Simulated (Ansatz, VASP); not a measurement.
C: VASP beside Ansatz

```
C
1.0
     2.57157    0.00000    0.00000
    -1.28578    2.22704    0.00000
     0.00000    0.00000   12.59803
C
12
Direct
  0.66667 0.33333 0.35417
  0.33333 0.66667 0.85417
  0.66667 0.33333 0.14583
  0.33333 0.66667 0.64583
  0.66667 0.33333 0.47917
  0.33333 0.66667 0.97917
  0.66667 0.33333 0.02083
  0.33333 0.66667 0.52083
  0.00000 0.00000 0.81250
  0.00000 0.00000 0.31250
  0.00000 0.00000 0.68750
  0.00000 0.00000 0.18750
```

Alike in both runs: task single point; functional revPBE; dispersion D4; k mesh 12 × 12 × 3; occupations fermi-dirac, width 0.05 eV; no spin polarisation.

```csv
,VASP,Ansatz
version,VASP 6.6.1,Ansatz 0.2.0
potentials or method,"VASP PAW PBE potentials, release 64 (C)",Ansatz PAW
plane-wave cutoff (eV),520,420
valence electrons in the cell,48,48
```

Ansatz gave:

* gap on the k mesh at the Fermi level (eV): 4.24
* least direct gap on the mesh (eV): 5.18
* rms of the force components (eV/Å): 0.136

Q: Estimate VASP's values.

A: gap on the k mesh at the Fermi level (eV): 4.22; least direct gap on the mesh (eV): 5.17; rms of the force components (eV/Å): 0.137.

VASP's potentials were made for PBE, not for revPBE. Atom by atom the forces differ by 0.003 eV/Å (rms over components).

Noted on Ansatz's run: odd divisions of the mesh miss points on the zone boundary, where band edges often lie, so the gap on the mesh can be too wide.
